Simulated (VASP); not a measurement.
# Al8Ru7 (a cell with a defect) in VASP: notebook

Aim: see how the results for Al8Ru7 (a cell with a defect) move with the level of theory and the settings. Levels: PBE, r2SCAN. Tasks: single point.

Program: VASP 6.6.1. These are calculated values, not measurements. Logs are shortened: lines on timing, memory, paths and dates and some standing lists are left out, and cuts for length are marked.

## 1. The cell of the first run

The cell holds a defect, 15 atoms: a = 6.007 Å, b = 6.007 Å, c = 6.007 Å, α = 90.00°, β = 90.00°, γ = 90.00°.

## 2. Single point, PBE

INCAR reads:

```
PREC     = Accurate       # precision mode
ENCUT    = 520            # plane-wave cutoff, eV
EDIFF    = 1E-7           # SCF threshold, eV
ISMEAR   = 1              # smearing method
SIGMA    = 0.1            # smearing width, eV
LREAL    = Auto         
LASPH    = T              # aspherical terms in the spheres
NELM     = 100            # most SCF steps
ALGO     = Normal         # electronic algorithm
ISIF     = 2              # what is computed and relaxed
LWAVE    = F              # write WAVECAR
LCHARG   = F              # write CHGCAR
GGA      = PE             # functional
NBANDS   = 74             # bands
```

KPOINTS reads:

```
Automatic mesh
0
Gamma
  3 3 3
```

POSCAR reads:

```
Al8Ru7
1.0
    6.0068828300      0.0000000000      0.0000000000
    0.0000000000      6.0068828300      0.0000000000
    0.0000000000      0.0000000000      6.0068828300
Al Ru
8 7
Direct
   -0.0002535848     -0.0026165792     -0.0009867664
   -0.0000896338     -0.0025005852      0.5009881400
   -0.0002532140      0.4994968850     -0.0011026440
   -0.0001529164      0.4994215952      0.5011469366
    0.5019413061     -0.0026126314     -0.0009122971
    0.5018310455     -0.0025595283      0.5009551605
    0.5019672365      0.4995521379     -0.0010588386
    0.5018355470      0.4994617654      0.5010565693
    0.2508830414      0.2484302520      0.7501081634
    0.2508429056      0.7483702222      0.2500409071
    0.2508672880      0.7485124040      0.7500593929
    0.7508957482      0.2484679296      0.2500219407
    0.7508146424      0.2484072917      0.7499926870
    0.7508929997      0.7484159802      0.2500789937
    0.7508433929      0.7484868806      0.7499698633
```

Potentials or basis: VASP PAW PBE potentials, release 64 (Al, Ru_pv).

Started as:

```
$ cat potpaw_PBE.64/Al/POTCAR potpaw_PBE.64/Ru_pv/POTCAR > POTCAR
$ mpirun -np 1 vasp_std > vasp.out
```

OUTCAR:

```text
PREC = Accurate
   ENCUT = 520
   EDIFF = 1E-7
   ISMEAR = 1
   LREAL = Auto
   LASPH = T
   NELM = 100
   ISIF = 2
   GGA = PE

 ion  position               nearest neighbor table
   1  1.000  0.997  0.999-  15 2.59  14 2.60  11 2.60  13 2.60  12 2.60   9 2.60  10 2.61   5 2.99
                             3 2.99   2 2.99   2 3.02   3 3.02   5 3.02
   2  1.000  0.997  0.501-  15 2.59  13 2.60  14 2.60  11 2.60  12 2.60  10 2.60   9 2.60   1 2.99
                             4 2.99   6 2.99   6 3.01   4 3.01   1 3.02
   3  1.000  0.499  0.999-  15 2.59  13 2.60  14 2.60  11 2.60   9 2.60  12 2.60  10 2.60   4 2.99
                             7 2.99   1 2.99   1 3.02   7 3.02   4 3.02
   4  1.000  0.499  0.501-  15 2.59  13 2.60  14 2.60  11 2.60   9 2.60  12 2.60  10 2.60   3 2.99
                             8 2.99   2 2.99   2 3.01   8 3.02   3 3.02
   5  0.502  0.997  0.999-  15 2.59  14 2.60  11 2.60  13 2.60  12 2.60  10 2.60   9 2.60   1 2.99
                             7 2.99   6 2.99   6 3.01   7 3.02   1 3.02
   6  0.502  0.997  0.501-  15 2.59  14 2.60  13 2.60  11 2.60  10 2.60  12 2.60   9 2.60   8 2.99
                             2 2.99   5 2.99   5 3.01   2 3.01   8 3.02
   7  0.502  0.500  0.999-  15 2.59  14 2.60  13 2.60  11 2.60   9 2.60  10 2.60  12 2.60   3 2.99
                             5 2.99   8 2.99   8 3.02   5 3.02   3 3.02
   8  0.502  0.499  0.501-  15 2.59  13 2.60  14 2.60  11 2.60  10 2.60   9 2.60  12 2.60   7 2.99
                             6 2.99   4 2.99   4 3.02   6 3.02   7 3.02
   9  0.251  0.248  0.750-   4 2.60   3 2.60   2 2.60   8 2.60   7 2.60   5 2.60   1 2.60   6 2.60
                            11 3.00  13 3.00  13 3.00  11 3.00
  10  0.251  0.748  0.250-   8 2.60   6 2.60   2 2.60   7 2.60   4 2.60   5 2.60   3 2.60   1 2.61
                            14 3.00  11 3.00  11 3.00  14 3.00
  11  0.251  0.749  0.750-   7 2.60   1 2.60   3 2.60   5 2.60   6 2.60   2 2.60   8 2.60   4 2.60
                             9 3.00  15 3.00  10 3.00  10 3.00  15 3.00   9 3.00
  12  0.751  0.248  0.250-   1 2.60   2 2.60   5 2.60   3 2.60   6 2.60   4 2.60   8 2.60   7 2.60
                            14 3.00  13 3.00  13 3.00  14 3.00
  13  0.751  0.248  0.750-   4 2.60   3 2.60   7 2.60   8 2.60   1 2.60   6 2.60   5 2.60   2 2.60
                            15 3.00   9 3.00  12 3.00  12 3.00   9 3.00  15 3.00
  14  0.751  0.748  0.250-   1 2.60   5 2.60   7 2.60   3 2.60   6 2.60   8 2.60   2 2.60   4 2.60
                            15 3.00  12 3.00  10 3.00  10 3.00  12 3.00  15 3.00
  15  0.751  0.748  0.750-   7 2.59   3 2.59   1 2.59   4 2.59   5 2.59   8 2.59   6 2.59   2 2.59
                            14 3.00  13 3.00  11 3.00  11 3.00  13 3.00  14 3.00

  LATTYP: Found a simple cubic cell.
 ALAT       =     6.0068828300

  Lattice vectors:

 A1 = (   6.0068828300,   0.0000000000,   0.0000000000)
 A2 = (   0.0000000000,   6.0068828300,   0.0000000000)
 A3 = (   0.0000000000,   0.0000000000,   6.0068828300)

Analysis of symmetry for initial positions (statically):
=====================================================================
 Subroutine PRICEL returns:
 Original cell was already a primitive cell.

 Routine SETGRP: Setting up the symmetry group for a
 simple cubic supercell.

 Subroutine GETGRP returns: Found  1 space group operations
 (whereof  1 operations were pure point group operations)
 out of a pool of 48 trial point group operations.

The static configuration has the point symmetry C_1 .

Analysis of symmetry for dynamics (positions and initial velocities):
=====================================================================
 Subroutine PRICEL returns:
 Original cell was already a primitive cell.

 Routine SETGRP: Setting up the symmetry group for a
 simple cubic supercell.

 Subroutine GETGRP returns: Found  1 space group operations
 (whereof  1 operations were pure point group operations)
 out of a pool of 48 trial point group operations.

The dynamic configuration has the point symmetry C_1 .

 Subroutine INISYM returns: Found  1 space group operations
 (whereof  1 operations are pure point group operations),
 and found     1 'primitive' translations

----------------------------------------------------------------------------------------

                                     Primitive cell

  volume of cell :     216.7442

  direct lattice vectors                    reciprocal lattice vectors
     6.006882830  0.000000000  0.000000000     0.166475696  0.000000000  0.000000000
[... 71 lines left out ...]
  0.000000  0.333333  0.000000      2.000000
  0.000000  0.000000  0.333333      2.000000
  0.333333  0.333333  0.000000      2.000000
  0.000000  0.333333  0.333333      2.000000
  0.333333  0.000000  0.333333      2.000000
 -0.333333  0.333333  0.000000      2.000000
 -0.333333  0.000000  0.333333      2.000000
  0.000000 -0.333333  0.333333      2.000000
  0.333333  0.333333  0.333333      2.000000
 -0.333333  0.333333  0.333333      2.000000
 -0.333333 -0.333333  0.333333      2.000000
  0.333333 -0.333333  0.333333      2.000000
   k-points           NKPTS =     14   k-points in BZ     NKDIM =     14   number of bands    NBANDS=     74
   number of dos      NEDOS =    301   number of ions     NIONS =     15
   total plane-waves  NPLWV = 110592
   dimension x,y,z NGX =    48 NGY =   48 NGZ =   48
   dimension x,y,z NGXF=    96 NGYF=   96 NGZF=   96
   ions per type =               8   7
   NGX,Y,Z   is equivalent  to a cutoff of  13.28, 13.28, 13.28 a.u.
   NGXF,Y,Z  is equivalent  to a cutoff of  26.57, 26.57, 26.57 a.u.
 SYSTEM =  unknown system
   PREC   = accura    normal or accurate (medium, high low for compatibility)
   ISTART =      0    job   : 0-new  1-cont  2-samecut
   ICHARG =      2    charge: 1-file 2-atom 10-const
   ISPIN  =      1    spin polarized calculation?
   LNONCOLLINEAR =      F non collinear calculations
   LSORBIT =      F    spin-orbit coupling
   LASPH  =      T    aspherical Exc in radial PAW
   ENCUT  =  520.0 eV  38.22 Ry    6.18 a.u.  11.17 11.17 11.17*2*pi/ulx,y,z
   NELM   =    100;   NELMIN=  2; NELMDL= -5     # of ELM steps
   EDIFF  = 0.1E-06   stopping-criterion for ELM
   LREAL  =      T    real-space projection
   EDIFFG = 0.1E-05   stopping-criterion for IOM
   NSW    =      0    number of steps for IOM
   IBRION =     -1    ionic relax: 0-MD 1-quasi-New 2-CG
   NFREE  =      0    steps in history (QN), initial steepest desc. (CG)
   ISIF   =      2    stress and relaxation
   ISYM   =      2    0-nonsym 1-usesym 2-fastsym
   POTIM  = 0.5000    time-step for ionic-motion
   TEBEG  =    0.0;   TEEND  =   0.0 temperature during run
   PSTRESS=    0.0 pullay stress
   NELECT =     122.0000    total number of electrons
   NUPDOWN=      -1.0000    fix difference up-down
   EMIN   =  10.00;   EMAX   =-10.00  energy-range for DOS
   EFERMI =   0.00;   METHOD = LEGACY
   ISMEAR =     1;   SIGMA  =   0.10  broadening in eV -4-tet -1-fermi 0-gaus
   EFERMI_NEDOS =   21; number of points for ismear=-14 and -15
   IALGO  =     38    algorithm
   IMIX   =      4    mixing-type and parameters
     AMIX     =   0.40;   BMIX     =  1.00
     AMIX_MAG =   1.60;   BMIX_MAG =  1.00
  volume/ion in A,a.u.               =      14.45        97.51
  Fermi-wavevector in a.u.,A,eV,Ry     =   1.351696  2.554335 24.858951  1.827081
  Thomas-Fermi vector in A             =   2.479096
   LORBIT       =      0    0 simple, 1 ext, 2 COOP (PROOUT), +10 PAW based schemes
   GGA     = PE    functional components
   LHFCALC =     F    Hartree Fock is set to
   AEXX    =    0.0000 exact exchange contribution
   IVDW    =     0    specifies the selected vdW correction
   LEPSILON=     F    determine dielectric tensor
   LRPA    =     F    only Hartree local field effects (RPA)
 non-spin polarized calculation
 Methfessel and Paxton  Order N= 1 SIGMA  =   0.10
  energy-cutoff  :      520.00
  volume of cell :      216.74
 maximum number of plane-waves:      5868
 NGX is ok and might be reduce to    48
   NGX = 23   NGY = 23   NGZ = 23

 number of electron     121.9999977 magnetization

 Free energy of the ion-electron system (eV)
  ---------------------------------------------------
  ext. energy  EPLUGINS =         0.00000000
  ---------------------------------------------------
  free energy    TOTEN  =      -103.74732337 eV

  energy without entropy =     -103.73153435  energy(sigma->0) =     -103.74206036

 E-fermi :   9.4945     XC(G=0): -11.9904

 val. band max:        9.4940334186   @ k =   0.0000  -0.3333   0.3333
 cond. band min:       9.5702615770   @ k =   0.3333   0.3333   0.3333
 fundamental gap:      0.0762281584
 Fermi energy:         9.4944895638

 k-point     1 :       0.0000    0.0000    0.0000
  band No.  band energies     occupation
      1     -32.3156      2.00000
      2     -32.3156      2.00000
      3     -32.3155      2.00000
      4     -32.2875      2.00000
      5     -32.2875      2.00000
      6     -32.2874      2.00000
[... 1053 lines left out ...]
     72      13.7934      0.00000
     73      14.4378      0.00000
 [bands above 73 left out]

------------------------ aborting loop because EDIFF is reached ----------------------------------------

  FORCE on cell =-STRESS in cart. coord.  units (eV):
  Direction    XX          YY          ZZ          XY          YZ          ZX
  --------------------------------------------------------------------------------------
  -------------------------------------------------------------------------------------
  Total       -2.9929055     -2.9864395     -2.9815178      0.0084098      0.0003458      0.0010945
  in kB      -22.1236158    -22.0758186    -22.0394374      0.0621652      0.0025561      0.0080906
  external PRESSURE =     -22.0796240 kB  Pullay stress =       0.0000000 kB

 VOLUME and BASIS-vectors are now :
 -----------------------------------------------------------------------------
  energy-cutoff  :      520.00
  volume of cell :      216.74
      direct lattice vectors                 reciprocal lattice vectors
     6.006882830  0.000000000  0.000000000     0.166475696  0.000000000  0.000000000
     0.000000000  6.006882830  0.000000000     0.000000000  0.166475696  0.000000000
     0.000000000  0.000000000  6.006882830     0.000000000  0.000000000  0.166475696

 POSITION                                       TOTAL-FORCE (eV/Angst)
 -----------------------------------------------------------------------------------
      6.00536      5.99117      6.00096         0.005185      0.006156      0.003016
      6.00634      5.99186      3.00938         0.001153      0.002681     -0.001832
      6.00536      3.00042      6.00026         0.005454     -0.003295      0.003913
      6.00596      2.99997      3.01033         0.003814     -0.001205     -0.003865
      3.01510      5.99119      6.00140        -0.003796      0.003061      0.001692
      3.01444      5.99151      3.00918        -0.002180      0.002972     -0.001070
      3.01526      3.00075      6.00052        -0.004718     -0.004399      0.003710
      3.01447      3.00021      3.00979        -0.002262     -0.003267     -0.002170
      1.50703      1.49229      4.50581        -0.000385     -0.000651     -0.000607
      1.50678      4.49537      1.50197        -0.000573      0.000382     -0.001655
      1.50693      4.49623      4.50552        -0.000727     -0.001861     -0.001060
      4.51054      1.49252      1.50185        -0.001774     -0.000013      0.000435
      4.51006      1.49215      4.50512         0.000516     -0.000337      0.000665
      4.51053      4.49565      1.50220        -0.000133     -0.000905     -0.000212
      4.51023      4.49607      4.50498         0.000426      0.000679     -0.000959
 -----------------------------------------------------------------------------------
    total drift:                               -0.005740      0.003704     -0.000386

  FREE ENERGIE OF THE ION-ELECTRON SYSTEM (eV)
  ---------------------------------------------------
  free  energy   TOTEN  =      -103.7473233701 eV

  energy  without entropy=     -103.7315343459  energy(sigma->0) =     -103.74206036
```

Run time: 6 min. Hardware: 1 thread of AMD EPYC 9R45 (Zen 5), shared host; peak memory 0.37 GiB.

Results:

```yaml
Free_energy: -103.7473 eV
Pressure: -2.2 GPa
Largest_force: 0.009 eV/Å
Band_gap_on_the_k_mesh: zero (bands 61 and 62 overlap by 0.82 eV)
```

Forces in eV/Å, atoms in the order of the input:
```
Al   0.005  0.006  0.003
Al   0.001  0.003 -0.002
Al   0.005 -0.003  0.004
Al   0.004 -0.001 -0.004
Al  -0.004  0.003  0.002
Al  -0.002  0.003 -0.001
Al  -0.005 -0.004  0.004
Al  -0.002 -0.003 -0.002
Ru   0.000 -0.001 -0.001
Ru  -0.001  0.000 -0.002
Ru  -0.001 -0.002 -0.001
Ru  -0.002  0.000  0.000
Ru   0.001  0.000  0.001
Ru   0.000 -0.001  0.000
Ru   0.000  0.001 -0.001
```

Levels at points of the mesh, in eV from the Fermi level:
```
           k point  band 57  band 58  band 59  band 60  band 61  band 62  band 63  band 64  band 65  band 66
(0.00, 0.00, 0.00)    -0.61    -0.13    -0.13    -0.13     0.46     0.46     0.46     1.68     1.72     1.72
```

## 3. Single point, PBE

INCAR reads:

```
PREC     = Accurate       # precision mode
ENCUT    = 520            # plane-wave cutoff, eV
EDIFF    = 1E-7           # SCF threshold, eV
ISMEAR   = 1              # smearing method
SIGMA    = 0.1            # smearing width, eV
LREAL    = Auto         
LASPH    = True           # aspherical terms in the spheres
NELM     = 80             # most SCF steps
ALGO     = Normal         # electronic algorithm
ISIF     = 2              # what is computed and relaxed
LWAVE    = False          # write WAVECAR
LCHARG   = False          # write CHGCAR
GGA      = PE             # functional
NBANDS   = 74             # bands
```

KPOINTS is that of step 2.

POSCAR reads:

```
Al8Ru7
1.0
    6.0068828300      0.0000000000      0.0000000000
    0.0000000000      6.0068828300      0.0000000000
    0.0000000000      0.0000000000      6.0068828300
Al Ru
8 7
Direct
   -0.0007734737     -0.0015570945      0.0012485099
   -0.0007114505     -0.0015377971      0.4991547673
   -0.0007608037      0.5005085389      0.0012058028
   -0.0007112079      0.5004937767      0.4991900032
    0.5013530883     -0.0015612373      0.0012420044
    0.5012878845     -0.0015561389      0.4991490073
    0.5013362479      0.5005199342      0.0012072510
    0.5012719540      0.5004983800      0.4991834135
    0.2502877052      0.2494821601      0.2501563001
    0.2502761805      0.7494642609      0.2501746829
    0.2502876703      0.7495024872      0.7501974161
    0.7502834234      0.2494967143      0.2502203563
    0.7502762722      0.2494758323      0.7501868467
    0.7502883639      0.7494643469      0.2502175259
    0.7502919071      0.7494932395      0.7501749155
```

Potentials or basis: VASP PAW PBE potentials, release 64 (Al, Ru_pv).

Started as:

```
$ cat potpaw_PBE.64/Al/POTCAR potpaw_PBE.64/Ru_pv/POTCAR > POTCAR
$ mpirun -np 1 vasp_std > vasp.out
```

Run time: 5.8 min. Hardware: 1 thread of AMD EPYC 9R45 (Zen 5), shared host; peak memory 0.37 GiB.

The run converged. Its results:

| Property | Result |
| --- | --- |
| Free energy | -103.7474 eV |
| Pressure | -2.2 GPa |
| Largest force | 0.006 eV/Å |
| Band gap on the k mesh | zero (bands 61 and 62 overlap by 0.82 eV) |

Forces on the atoms (eV/Å):
```
Al   0.004  0.003 -0.004
Al   0.002  0.002  0.003
Al   0.003 -0.003 -0.003
Al   0.002 -0.002  0.001
Al  -0.004  0.003 -0.003
Al  -0.002  0.003  0.003
Al  -0.003 -0.004 -0.002
Al  -0.002 -0.003  0.002
Ru   0.000  0.000  0.001
Ru   0.001  0.001  0.000
Ru   0.000  0.000  0.000
Ru   0.000  0.000 -0.001
Ru   0.000  0.000  0.000
Ru   0.000  0.000  0.000
Ru   0.000  0.000  0.000
```

Levels at points of the mesh, in eV from the Fermi level:
| k point | band 57 | band 58 | band 59 | band 60 | band 61 | band 62 | band 63 | band 64 | band 65 | band 66 |
| --- | --- | --- | --- | --- | --- | --- | --- | --- | --- | --- |
| (0.00, 0.00, 0.00) | -0.61 | -0.13 | -0.13 | -0.13 | 0.46 | 0.46 | 0.46 | 1.68 | 1.72 | 1.72 |

[end of part 1 of 2]

The gap in the log of VASP goes by the Fermi energy; the results here count the filled bands.